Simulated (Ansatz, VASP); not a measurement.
**Two plane-wave programs on Mg**

Contents of INCAR:

```
SYSTEM = Mg
ALGO = Normal
EDIFF = 1E-6
ENCUT = 520
GGA = PE
ISIF = 2
ISMEAR = 0
LASPH = .TRUE.
LCHARG = .TRUE.
LELF = .TRUE.
LREAL = .FALSE.
LVHAR = .TRUE.
LWAVE = .FALSE.
NBANDS = 7
NELM = 80
PREC = Accurate
SIGMA = 0.1
```

File KPOINTS:

```
k-points
0
G
  16 16 16
  0 0 0
```

Contents of POSCAR:

```
Mg
1.0
   -1.7344623695      1.7344623695      1.7344623695
    1.7344623695     -1.7344623695      1.7344623695
    1.7344623695      1.7344623695     -1.7344623695
Mg
1
Direct
    0.0000000000      0.0000000000      0.0000000000
```

Input for Ansatz:

```yaml
crystal:
  lattice:
    - [-1.7344623695, 1.7344623695, 1.7344623695]
    - [1.7344623695, -1.7344623695, 1.7344623695]
    - [1.7344623695, 1.7344623695, -1.7344623695]
  atoms:
    - { symbol: Mg, position: [0.0, 0.0, 0.0] }
basis:
  ecutwfc: 420
kpoints:
  mp_grid: { grid: [16, 16, 16] }
hamiltonian:
  xc: pbe
scf:
  occupations: { method: gaussian, width: 0.1 }
output:
  forces: true
  stress: true
  eigenvalues: true
  write_density: true
  write_potential: true
  elf: true
  volumetric_format: npy
```

Alike in both runs: task single point; functional PBE; k mesh 16 × 16 × 16; occupations gaussian, width 0.1 eV; no spin polarisation.

|  | VASP | Ansatz |
| --- | --- | --- |
| version | VASP 6.6.1 | Ansatz 0.2.0 |
| potentials or method | VASP PAW PBE potentials, release 64 (Mg), cutoff 520 eV | scalar-relativistic, plane waves, PAW |
| valence electrons in the cell | 2 | 10 |

Ansatz gave:

```
gap on the k mesh at the Fermi level (eV) : none
pressure (GPa)                            : 4.0
```

Problem. Estimate VASP's values.

Solution. gap on the k mesh at the Fermi level (eV): none; pressure (GPa): 3.9.

A gap of «none» marks a metal or a gap that the smearing closes. The functional is the same, so the differences come from potentials, cutoffs and numerics. VASP's potentials hold 2 valence electrons a cell and Ansatz's 10, so a difference there can come from the potentials and not from the codes.
